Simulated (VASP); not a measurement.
A run of VASP 6.6.1:

File INCAR:

```
SYSTEM = Au
ALGO = Normal
EDIFF = 1E-7
ENCUT = 520
GGA = PE
ISIF = 2
ISMEAR = -1
LASPH = .TRUE.
LCHARG = .FALSE.
LREAL = .FALSE.
LWAVE = .FALSE.
NBANDS = 12
NELM = 80
PREC = Accurate
SIGMA = 0.1
```

The input KPOINTS:

```
k-points
0
G
  11 11 11
  0 0 0
```

File POSCAR:

```
Au
1.0
    0.0000000000      2.0782552709      2.0782552709
    2.0782552709      0.0000000000      2.0782552709
    2.0782552709      2.0782552709      0.0000000000
Au
1
Direct
    0.0000000000      0.0000000000      0.0000000000
```

Potentials or basis: VASP PAW PBE potentials, release 64 (Au).

Command:

```sh
$ cat potpaw_PBE.64/Au/POTCAR > POTCAR
$ mpirun -np 1 vasp_std > vasp.out
```

Hardware: 1 thread of AMD EPYC 7571 (shared host).

**Question.** Estimate the wall time of this run.

**Answer.** Wall time 25 s on 1 thread of AMD EPYC 7571, on a shared host, peak memory 0.11 GiB. Counts: scf iterations 11, k points 56.
